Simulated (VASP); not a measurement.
Ti3H: single point with PBE

Ti3H, a slab with vacuum:

```
Ti H
1.0
     2.90754    0.00000    0.00000
     0.00000    2.90754    0.00000
     0.00000    0.00000   20.80598
Ti H
3 1
Cartesian
  1.4538 1.4538 4.0000
  0.0000 0.0000 5.9030
  1.4538 1.4538 7.8060
  2.4230 2.4230 11.4760
```

```json
{
 "Program": "VASP 6.6.1",
 "Task": "single point",
 "Functional": "PBE",
 "Potentials or basis": "VASP PAW PBE potentials, release 64 (Ti_sv, H)",
 "Cutoff": "450 eV",
 "k mesh": "9 × 9 × 1",
 "Occupations": "gaussian, width 0.1 eV",
 "Spin": "collinear spin",
 "Starting moments": "[0.0, 0.0, 0.0, 1.0] μB"
}
```

```yaml
Largest_force: 0.260 eV/Å
Net_moment: 0.27 μB per cell
Site_moments: Ti -0.06, +0.04, -0.35; H +0.36 μB
Valence_electrons_inside_the_program's_atomic_spheres: Ti 10.23, 10.32, 10.22; H 0.38
```

Forces on the atoms (eV/Å):
```
Ti   0.000  0.000  0.035
Ti   0.000  0.000 -0.058
Ti   0.003  0.003  0.260
H   -0.003 -0.003 -0.237
```

Levels at points of the mesh, in eV from the Fermi level:
Spin up:
| k point | band 15 | band 16 | band 17 | band 18 | band 19 | band 20 | band 21 | band 22 | band 23 | band 24 |
| --- | --- | --- | --- | --- | --- | --- | --- | --- | --- | --- |
| (0.00, 0.00, 0.00) | -3.33 | -2.52 | -1.56 | -0.49 | -0.02 | 0.81 | 0.89 | 1.13 | 1.13 | 2.07 |
Spin down:
```
           k point  band 16  band 17  band 18  band 19  band 20  band 21
(0.00, 0.00, 0.00)    -1.66    -0.73    -0.65     0.01     0.72     1.03
```

It took 2.9 min on 4 MPI ranks on Intel(R) Xeon(R) Platinum 8375C CPU @ 2.90GHz (Ice Lake), on a shared host, peak memory 0.37 GiB a rank.

Caveat: a moment this small can come from the mesh or the smearing.
